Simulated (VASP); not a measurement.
Wanted: the native input for a VASP 6.6.1 run.

* Task: single point
* Functional: PBEsol
* Potentials or basis: VASP PAW PBE potentials, release 64 (Mo_sv, S)
* Cutoff: 500 eV
* k mesh: 6 × 6 × 6
* Occupations: fermi-dirac, width 0.001 eV
* Spin: no spin polarisation
* Dipole correction: no
* Further INCAR settings: ALGO = Normal; EDIFF = 1e-06; NBANDS = 20

The structure of MoS2 lies in POSCAR:

```
MoS2
1.0
    1.5965458369      0.9217661687      6.0769401820
   -1.5965458369      0.9217661687      6.0769401820
    0.0000000000     -1.8435323375      6.0769401820
Mo S
1 2
Direct
    0.0000000000      0.0000000000      0.0000000000
    0.7525772587      0.7525772587      0.7525772587
    0.2474227413      0.2474227413      0.2474227413
```

These files were run (other wordings do the same):

INCAR

```
SYSTEM = MoS2
  PREC = Accurate
  ENCUT = 500
  EDIFF = 1E-6
  ISMEAR = -1
  SIGMA = 0.001
  LREAL = .False.
  LASPH = .True.
  NELM = 120
  ALGO = Normal
  ISIF = 2
  LWAVE = .False.
  LCHARG = .False.
  GGA = PS
  NBANDS = 20
  GGA_COMPAT = .False.
```

KPOINTS

```
regular mesh
0
Gamma
  6 6 6
  0 0 0
```

Potentials or basis: VASP PAW PBE potentials, release 64 (Mo_sv, S).

Launch:

```console
$ cat potpaw_PBE.64/Mo_sv/POTCAR potpaw_PBE.64/S/POTCAR > POTCAR
$ mpirun -np 1 vasp_std > vasp.out
```

It gave:

| Item | Value |
| --- | --- |
| Pressure | -2.8 GPa |
| Largest force | 0.093 eV/Å |
| Band gap on the k mesh | zero (bands 13 and 14 overlap by 0.63 eV) |

Caveat: the k points lie up to 0.38 Å⁻¹ apart, too coarse for converged energies and pressures of a metal; the PAW data sets were made with another functional, which shifts forces and pressure a little.

Wall time 2.9 min on 1 thread of Intel Xeon 8259CL (shared host), peak memory 0.31 GiB.
